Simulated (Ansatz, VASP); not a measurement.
Ir in VASP and in Ansatz

```xyz
6
Lattice="2.7192 0.0000 0.0000 0.0000 4.4080 0.0000 0.0000 0.0000 21.4949" Properties=species:S:1:pos:R:3 pbc="T T T"
Ir    2.0394    3.3060    8.1726
Ir    0.6798    1.1020    8.7508
Ir    0.6798    3.3060   10.3965
Ir    2.0394    1.1020   11.0984
Ir    2.0394    3.3060   12.7441
Ir    0.6798    1.1020   13.3223
```

Alike in both runs: functional PBEsol; k mesh 12 × 8 × 1; occupations fermi-dirac, width 0.05 eV; no spin polarisation.

Ansatz relaxed the structure, and its values are those at the end. VASP's run is a single point on that final structure, the one shown.

|  | VASP | Ansatz |
| --- | --- | --- |
| version | VASP 6.6.1 | Ansatz 0.2.0 |
| potentials or method | VASP PAW PBE potentials, release 64 (Ir), cutoff 520 eV | all-electron LAPW, scalar-relativistic |

```csv
,VASP,Ansatz,Ansatz less VASP
rms of the force components (eV/Å),0.029,0.003,-0.0253
```

VASP's potentials were made for PBE, not for PBEsol. Ansatz ran all-electron here, and VASP with PAW potentials.

Spin-orbit coupling is off throughout.
